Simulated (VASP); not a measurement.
Here is a VASP 6.6.1 calculation.

File INCAR:

```
ALGO     = Normal         # electronic algorithm
EDIFF    = 1E-6           # SCF threshold, eV
ENCUT    = 520            # plane-wave cutoff, eV
GGA      = PE             # functional
ISIF     = 2              # what is computed and relaxed
ISMEAR   = 0              # smearing method
LASPH    = T              # aspherical terms in the spheres
LCHARG   = F              # write CHGCAR
LREAL    = F              # projectors in reciprocal space
LWAVE    = F              # write WAVECAR
NBANDS   = 50             # bands
NELM     = 80             # most SCF steps
PREC     = Accurate       # precision mode
SIGMA    = 0.1            # smearing width, eV
```

The input KPOINTS:

```
k-points
0
Gamma
  8 8 4
```

POSCAR

```
SnPb3Se4
1.0
    4.5122910254      0.0000000000      0.0000000000
    0.0000000000      4.5122910254      0.0000000000
    0.0000000000      0.0000000000     12.7623660509
Sn Pb Se
1 3 4
Direct
    0.5000000000      0.5000000000      0.0000000000
    0.0000000000      0.0000000000      0.7520843288
    0.0000000000      0.0000000000      0.2479156712
    0.5000000000      0.5000000000      0.5000000000
    0.0000000000      0.0000000000      0.0000000000
    0.5000000000      0.5000000000      0.2460369652
    0.0000000000      0.0000000000      0.5000000000
    0.5000000000      0.5000000000      0.7539630348
```

Potentials or basis: VASP PAW PBE potentials, release 64 (Sn_d, Pb_d, Se).

Launch:

```sh
$ cat potpaw_PBE.64/Sn_d/POTCAR potpaw_PBE.64/Pb_d/POTCAR potpaw_PBE.64/Se/POTCAR > POTCAR
$ mpirun -np 1 vasp_std > vasp.out
```

Problem. Estimate the largest force.

Solution. 0.005 eV/Å.

Problem. Predict the pressure.

Solution. -3.6 GPa.

Problem. What does it give for the band gap on the k mesh?

Solution. 0.27 eV.

Forces in eV/Å, atoms in the order of the input:
```
Sn   0.000  0.000  0.000
Pb   0.000  0.000 -0.001
Pb   0.000  0.000  0.001
Pb   0.000  0.000  0.000
Se   0.000  0.000  0.000
Se   0.000  0.000 -0.005
Se   0.000  0.000  0.000
Se   0.000  0.000  0.005
```

Caveat: the cell stands under tension; spin-orbit coupling is left out, which moves the levels of the heavy elements. A k mesh can miss the band edges.
